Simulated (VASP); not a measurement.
# LiMg3Cl6 (P-31m) in VASP: a series of runs, part 2 of 2

VASP 6.6.1.

## Step 4: Relaxation of cell and atoms, PBE

The input, INCAR:

```
ALGO = Normal
EDIFF = 1E-6
EDIFFG = -0.04
ENCUT = 600
GGA = PE
IBRION = 2
ISIF = 3
ISMEAR = 0
LASPH = True
LCHARG = False
LREAL = False
LWAVE = False
NELM = 60
NSW = 90
PREC = Accurate
SIGMA = 0.1
```

The input, KPOINTS:

```
k-points
0
Gamma
  3 3 4
```

The input, POSCAR:

```
LiMg3Cl6
1.0
    6.0180398600      0.0000000000      0.0000000000
   -3.0090199300      5.2117754000      0.0000000000
    0.0000000000      0.0000000000      5.5459378300
Li Mg Cl
1 3 6
Direct
    0.0000000000      0.0000000000      0.0000000000
    0.3333333300      0.6666666700      0.0000000000
    0.6666666700      0.3333333300      0.0000000000
    0.0000000000      0.0000000000      0.5000000000
    0.3334000100      0.0000000000      0.2500000000
    0.0000000000      0.3334000100      0.2500000000
    0.6665999900      0.6665999900      0.2500000000
    0.0000000000      0.6665999900      0.7500000000
    0.6665999900      0.0000000000      0.7500000000
    0.3334000100      0.3334000100      0.7500000000
```

Command:

```console
$ cat potpaw_PBE.64/Li_sv/POTCAR potpaw_PBE.64/Mg/POTCAR potpaw_PBE.64/Cl/POTCAR > POTCAR
$ mpirun -np 1 vasp_std > vasp.out
```

Wall time 13 min (1 thread of Oxide Virtual Turin-like, shared host); peak memory 0.33 GiB.

The run converged. Its results:

* Free energy: -33.2331 eV
* Relaxed volume: 24.02 Å³/atom
* Relaxed cell: a = 6.379 Å, b = 6.379 Å, c = 6.815 Å, α = 90.00°, β = 90.00°, γ = 120.00°
* Space group after relaxing (to 0.05 Å): P-31m (No. 162)
* Energy gained by relaxing: 213.1 meV/atom
* Ionic steps: 13
* Pressure after relaxing: -0.1 GPa
* Largest force after relaxing: 0.026 eV/Å

Forces on the atoms (eV/Å):
```
Li   0.000  0.000  0.000
Mg   0.000  0.000  0.000
Mg   0.000  0.000  0.000
Mg   0.000  0.000  0.000
Cl   0.025  0.000  0.006
Cl  -0.013  0.022  0.006
Cl  -0.013 -0.022  0.006
Cl   0.013 -0.022 -0.006
Cl  -0.025  0.000 -0.006
Cl   0.013  0.022 -0.006
```

Stress tensor (GPa, compression positive):
```
-0.03  0.00  0.00
 0.00 -0.03  0.00
 0.00  0.00 -0.21
```

Step by step:
```
step  energy change (eV)  largest force (eV/Å)  pressure (GPa)  volume (Å³)
   1              0.0000                0.1662           13.72       173.95
   2             -1.6588                0.4562            1.04       214.18
   3             -1.6780                0.5032           -0.17       220.79
   4             -1.6783                0.4970            0.00       219.78
   5             -1.7536                0.4437            0.02       220.73
   6             -1.9318                0.2842            0.18       223.56
   7             -2.0505                0.2267            1.13       229.10
   8             -2.1013                0.1603           -0.02       239.14
   9             -2.1032                0.1438           -0.33       242.23
  10             -2.1226                0.1007           -0.11       240.70
  11             -2.1295                0.0534            0.14       238.99
  12             -2.1295                0.0554            0.12       239.08
  13             -2.1311                0.0257           -0.09       240.19
```

Final structure:
```yaml
crystal:
  lattice:
    - [6.37927, 0.00000, 0.00000]
    - [-3.18963, 5.52461, 0.00000]
    - [0.00000, 0.00000, 6.81514]
  atoms:
    - { symbol: Li, position: [0.00000, 0.00000, 0.00000] }
    - { symbol: Mg, position: [0.33333, 0.66667, 0.00000] }
    - { symbol: Mg, position: [0.66667, 0.33333, 0.00000] }
    - { symbol: Mg, position: [0.00000, 0.00000, 0.50000] }
    - { symbol: Cl, position: [0.33631, 0.00000, 0.20560] }
    - { symbol: Cl, position: [0.00000, 0.33631, 0.20560] }
    - { symbol: Cl, position: [0.66369, 0.66369, 0.20560] }
    - { symbol: Cl, position: [0.00000, 0.66369, 0.79440] }
    - { symbol: Cl, position: [0.66369, 0.00000, 0.79440] }
    - { symbol: Cl, position: [0.33631, 0.33631, 0.79440] }
```

Levels at points of the mesh, in eV from the Fermi level:
```csv
k point,band 23,band 24,band 25,band 26,band 27,band 28
"(0.00, 0.00, 0.00)",-4.68,-4.49,-4.49,-0.87,2.42,2.94
"(0.00, 0.00, 0.50)",-4.62,-4.50,-4.50,0.37,1.52,2.69
```

Caveat: the k points lie up to 0.38 Å⁻¹ apart in the final cell; the cutoff is under 1.25 times the usual one of these potentials, so pressure, stress and relaxed cells hold a basis-set (Pulay) error; the volume moved by over 15 % at a fixed basis, so the end points are rough; an odd number of electrons without spin polarisation forces a metal; a magnetic or distorted state may lie lower.

## Step 5: Single point, PBE

This run uses another cell than the first one, of 24.02 Å³/atom, 1.381 times its volume.

The input, INCAR:

```
PREC = Accurate
ENCUT = 520
EDIFF = 1E-6
ISMEAR = 0
SIGMA = 0.1
LREAL = False
LASPH = True
NELM = 60
ALGO = Normal
ISIF = 2
LWAVE = False
LCHARG = False
GGA = PE
NBANDS = 36
```

The input, KPOINTS:

```
regular mesh
0
Gamma
  6 6 6
```

The input, POSCAR:

```
LiMg3Cl6
1.0
    6.3925115362      0.0000000000      0.0000000000
   -3.1962557681      5.5360773843      0.0000000000
    0.0000000000      0.0000000000      6.7860184229
Li Mg Cl
1 3 6
Direct
    0.0000000000      0.0000000000      0.0000000000
    0.3333333333      0.6666666667      0.0000000000
    0.6666666667      0.3333333333      0.0000000000
    0.0000000000      0.0000000000      0.5000000000
    0.3373732435      0.0000000000      0.2066628899
    0.0000000000      0.3373732435      0.2066628899
    0.6626267565      0.6626267565      0.2066628899
    0.0000000000      0.6626267565      0.7933371101
    0.6626267565      0.0000000000      0.7933371101
    0.3373732435      0.3373732435      0.7933371101
```

Potentials or basis: VASP PAW PBE potentials, release 64 (Li_sv, Mg, Cl).

Command:

```console
$ cat potpaw_PBE.64/Li_sv/POTCAR potpaw_PBE.64/Mg/POTCAR potpaw_PBE.64/Cl/POTCAR > POTCAR
$ mpirun -np 1 vasp_std > vasp.out
```

OUTCAR:

```text
PREC = Accurate
   ENCUT = 520
   EDIFF = 1E-6
   ISMEAR = 0
   LREAL = False
   LASPH = True
   NELM = 60
   ISIF = 2
   GGA = PE

 ion  position               nearest neighbor table
   1  0.000  0.000  0.000-   6 2.57   7 2.57   8 2.57  10 2.57   9 2.57   5 2.57
   2  0.333  0.667  0.000-   5 2.54   8 2.54   9 2.54   6 2.54  10 2.54   7 2.54
   3  0.667  0.333  0.000-   9 2.54   6 2.54   5 2.54   8 2.54   7 2.54  10 2.54
   4  0.000  0.000  0.500-   6 2.93   7 2.93   8 2.93  10 2.93   9 2.93   5 2.93
   5  0.337  0.000  0.207-   2 2.54   3 2.54   1 2.57   4 2.93
   6  0.000  0.337  0.207-   3 2.54   2 2.54   1 2.57   4 2.93
   7  0.663  0.663  0.207-   3 2.54   2 2.54   1 2.57   4 2.93
   8  0.000  0.663  0.793-   2 2.54   3 2.54   1 2.57   4 2.93
   9  0.663  0.000  0.793-   3 2.54   2 2.54   1 2.57   4 2.93
  10  0.337  0.337  0.793-   2 2.54   3 2.54   1 2.57   4 2.93

  LATTYP: Found a hexagonal cell.
 ALAT       =     6.3925115362
 C/A-ratio  =     1.0615574778

  Lattice vectors:

 A1 = (   6.3925115362,   0.0000000000,   0.0000000000)
 A2 = (  -3.1962557681,   5.5360773843,   0.0000000000)
 A3 = (   0.0000000000,   0.0000000000,   6.7860184229)

Analysis of symmetry for initial positions (statically):
=====================================================================
 Subroutine PRICEL returns:
 Original cell was already a primitive cell.

 Routine SETGRP: Setting up the symmetry group for a
 hexagonal supercell.

 Subroutine GETGRP returns: Found 12 space group operations
 (whereof 12 operations were pure point group operations)
 out of a pool of 24 trial point group operations.

The static configuration has the point symmetry D_3d.

Analysis of symmetry for dynamics (positions and initial velocities):
=====================================================================
 Subroutine PRICEL returns:
 Original cell was already a primitive cell.

 Routine SETGRP: Setting up the symmetry group for a
 hexagonal supercell.

 Subroutine GETGRP returns: Found 12 space group operations
 (whereof 12 operations were pure point group operations)
 out of a pool of 24 trial point group operations.

The dynamic configuration has the point symmetry D_3d.

 Subroutine INISYM returns: Found 12 space group operations
 (whereof 12 operations are pure point group operations),
 and found     1 'primitive' translations

----------------------------------------------------------------------------------------

                                     Primitive cell

  volume of cell :     240.1534

  direct lattice vectors                    reciprocal lattice vectors
     6.392511536  0.000000000  0.000000000     0.156433038  0.090316657  0.000000000
    -3.196255768  5.536077384  0.000000000     0.000000000  0.180633313  0.000000000
     0.000000000  0.000000000  6.786018423     0.000000000  0.000000000  0.147361816

  length of vectors
     6.392511536  6.392511536  6.786018423     0.180633313  0.180633313  0.147361816

  position of ions in fractional coordinates (direct lattice)
     0.000000000  0.000000000  0.000000000
     0.333333333  0.666666667  0.000000000
[... 55 lines left out ...]
  0.333333  0.166667  0.000000     12.000000
[... 16 lines left out ...]
 -0.166667  0.333333  0.333333      6.000000
  0.333333  0.166667  0.333333     12.000000
 [... further k-points ...]
   k-points           NKPTS =     34   k-points in BZ     NKDIM =     34   number of bands    NBANDS=     36
   number of dos      NEDOS =    301   number of ions     NIONS =     10
   total plane-waves  NPLWV = 115200
   dimension x,y,z NGX =    48 NGY =   48 NGZ =   50
   dimension x,y,z NGXF=    96 NGYF=   96 NGZF=  100
   ions per type =               1   3   6
   NGX,Y,Z   is equivalent  to a cutoff of  12.48, 12.48, 12.25 a.u.
   NGXF,Y,Z  is equivalent  to a cutoff of  24.97, 24.97, 24.50 a.u.
 SYSTEM =  unknown system
   PREC   = accura    normal or accurate (medium, high low for compatibility)
   ISTART =      0    job   : 0-new  1-cont  2-samecut
   ICHARG =      2    charge: 1-file 2-atom 10-const
   ISPIN  =      1    spin polarized calculation?
   LNONCOLLINEAR =      F non collinear calculations
   LSORBIT =      F    spin-orbit coupling
   LASPH  =      T    aspherical Exc in radial PAW
   ENCUT  =  520.0 eV  38.22 Ry    6.18 a.u.  11.89 11.89 12.62*2*pi/ulx,y,z
   NELM   =     60;   NELMIN=  2; NELMDL= -5     # of ELM steps
   EDIFF  = 0.1E-05   stopping-criterion for ELM
   LREAL  =      F    real-space projection
   EDIFFG = 0.1E-04   stopping-criterion for IOM
   NSW    =      0    number of steps for IOM
   IBRION =     -1    ionic relax: 0-MD 1-quasi-New 2-CG
   NFREE  =      0    steps in history (QN), initial steepest desc. (CG)
   ISIF   =      2    stress and relaxation
   ISYM   =      2    0-nonsym 1-usesym 2-fastsym
   POTIM  = 0.5000    time-step for ionic-motion
   TEBEG  =    0.0;   TEEND  =   0.0 temperature during run
   PSTRESS=    0.0 pullay stress
   NELECT =      51.0000    total number of electrons
   NUPDOWN=      -1.0000    fix difference up-down
   EMIN   =  10.00;   EMAX   =-10.00  energy-range for DOS
   EFERMI =   0.00;   METHOD = LEGACY
   ISMEAR =     0;   SIGMA  =   0.10  broadening in eV -4-tet -1-fermi 0-gaus
   EFERMI_NEDOS =   21; number of points for ismear=-14 and -15
   IALGO  =     38    algorithm
   IMIX   =      4    mixing-type and parameters
     AMIX     =   0.40;   BMIX     =  1.00
     AMIX_MAG =   1.60;   BMIX_MAG =  1.00
  volume/ion in A,a.u.               =      24.02       162.06
  Fermi-wavevector in a.u.,A,eV,Ry     =   0.976717  1.845727 12.979627  0.953976
  Thomas-Fermi vector in A             =   2.107358
   LORBIT       =      0    0 simple, 1 ext, 2 COOP (PROOUT), +10 PAW based schemes
   GGA     = PE    functional components
   LHFCALC =     F    Hartree Fock is set to
   AEXX    =    0.0000 exact exchange contribution
   IVDW    =     0    specifies the selected vdW correction
   LEPSILON=     F    determine dielectric tensor
   LRPA    =     F    only Hartree local field effects (RPA)
 non-spin polarized calculation
 Gauss-broadening in eV      SIGMA  =   0.10
  energy-cutoff  :      520.00
  volume of cell :      240.15
 maximum number of plane-waves:      6504
   NGX = 23   NGY = 23   NGZ = 25

 number of electron      51.0000012 magnetization

 Free energy of the ion-electron system (eV)
  ---------------------------------------------------
  ext. energy  EPLUGINS =         0.00000000
  ---------------------------------------------------
  free energy    TOTEN  =       -33.27565579 eV

  energy without entropy =      -33.25629327  energy(sigma->0) =      -33.26597453

 E-fermi :   3.7553     XC(G=0):  -7.9876

 val. band max:        3.7444506270   @ k =   0.3333   0.1667   0.5000
 cond. band min:       3.7641483207   @ k =   0.5000   0.0000   0.5000
 fundamental gap:      0.0196976937
 Fermi energy:         3.7553478801

 k-point     1 :       0.0000    0.0000    0.0000
  band No.  band energies     occupation
      1     -44.0406      2.00000
      2     -14.0788      2.00000
      3     -13.5317      2.00000
      4     -13.3811      2.00000
      5     -13.3811      2.00000
      6     -13.3569      2.00000
[... 925 lines left out ...]
     35       8.5125      0.00000
     36       8.6275      0.00000

 [... further k-points ...]

------------------------ aborting loop because EDIFF is reached ----------------------------------------

  FORCE on cell =-STRESS in cart. coord.  units (eV):
  Direction    XX          YY          ZZ          XY          YZ          ZX
  --------------------------------------------------------------------------------------
  -------------------------------------------------------------------------------------
  Total       -0.1879041     -0.1879041     -0.2176735      0.0000000     -0.0000000      0.0000000
  in kB       -1.2535975     -1.2535975     -1.4522036      0.0000000     -0.0000000      0.0000000
  external PRESSURE =      -1.3197995 kB  Pullay stress =       0.0000000 kB

 VOLUME and BASIS-vectors are now :
 -----------------------------------------------------------------------------
  energy-cutoff  :      520.00
  volume of cell :      240.15
      direct lattice vectors                 reciprocal lattice vectors
     6.392511536  0.000000000  0.000000000     0.156433038  0.090316657  0.000000000
    -3.196255768  5.536077384  0.000000000     0.000000000  0.180633313  0.000000000
     0.000000000  0.000000000  6.786018423     0.000000000  0.000000000  0.147361816

 POSITION                                       TOTAL-FORCE (eV/Angst)
 -----------------------------------------------------------------------------------
      0.00000      0.00000      0.00000         0.000000     -0.000000      0.000000
     -0.00000      3.69072      0.00000         0.000000     -0.000000     -0.000000
      3.19626      1.84536      0.00000         0.000000     -0.000000      0.000000
      0.00000      0.00000      3.39301         0.000000     -0.000000      0.000000
      2.15666      0.00000      1.40242         0.007579     -0.000000     -0.012096
     -1.07833      1.86772      1.40242        -0.003790      0.006564     -0.012096
      2.11792      3.66835      1.40242        -0.003790     -0.006564     -0.012096
     -2.11792      3.66835      5.38360         0.003790     -0.006564      0.012096
      4.23585      0.00000      5.38360        -0.007579     -0.000000      0.012096
      1.07833      1.86772      5.38360         0.003790      0.006564      0.012096
 -----------------------------------------------------------------------------------
    total drift:                                0.000000     -0.000000     -0.000000

  FREE ENERGIE OF THE ION-ELECTRON SYSTEM (eV)
  ---------------------------------------------------
  free  energy   TOTEN  =       -33.2756557946 eV

  energy  without entropy=      -33.2562932667  energy(sigma->0) =      -33.26597453
```

Run time: 5 min. Hardware: 1 thread of Oxide Virtual Turin-like, shared host; peak memory 0.44 GiB.

What came out:

| Property | Result |
| --- | --- |
| Free energy | -33.2757 eV |
| Largest force | 0.014 eV/Å |

Forces in eV/Å, atoms in the order of the input:
```
Li   0.000  0.000  0.000
Mg   0.000  0.000  0.000
Mg   0.000  0.000  0.000
Mg   0.000  0.000  0.000
Cl   0.008  0.000 -0.012
Cl  -0.004  0.007 -0.012
Cl  -0.004 -0.007 -0.012
Cl   0.004 -0.007  0.012
Cl  -0.008  0.000  0.012
Cl   0.004  0.007  0.012
```

Caveat: the cutoff is under 1.25 times the usual one of these potentials, so pressure, stress and relaxed cells hold a basis-set (Pulay) error; an odd number of electrons without spin polarisation forces a metal; a magnetic or distorted state may lie lower.

## Step 6: Overview

| task | cell | k mesh | cutoff (eV) | gap on the mesh (eV) | largest force (eV/Å) |
| --- | --- | --- | --- | --- | --- |
| single point | a = 6.018, b = 6.018, c = 5.546 Å, angles 90.0, 90.0, 120.0°, 10 atoms | 3 × 3 × 4 | 520 | none | 0.17 |
| single point | a = 6.393, b = 6.393, c = 6.786 Å, angles 90.0, 90.0, 120.0°, 10 atoms | 3 × 3 × 4 | 520 | none | 0.01 |
| relaxation of cell and atoms | relaxed from a = 6.018, b = 6.018, c = 5.546 Å, angles 90.0, 90.0, 120.0°, 10 atoms | 3 × 3 × 4 | 600 | none | 0.03 |
| single point | a = 6.393, b = 6.393, c = 6.786 Å, angles 90.0, 90.0, 120.0°, 10 atoms | 6 × 6 × 6 | 520 | none | 0.01 |

Alike in all rows: level PBE; potentials or basis VASP PAW PBE potentials, release 64 (Li_sv, Mg, Cl); no spin polarisation; smearing gaussian 0.1 eV.

Caveats: some runs use coarse meshes; the cutoff is under 1.25 times the usual one of these potentials, so pressure, stress and relaxed cells hold a basis-set (Pulay) error; an odd number of electrons without spin polarisation forces a metal; a magnetic or distorted state may lie lower; the volume moved by over 15 % at a fixed basis, so the end points are rough (some runs).

Absolute energies hang on the potentials; compare differences alone.
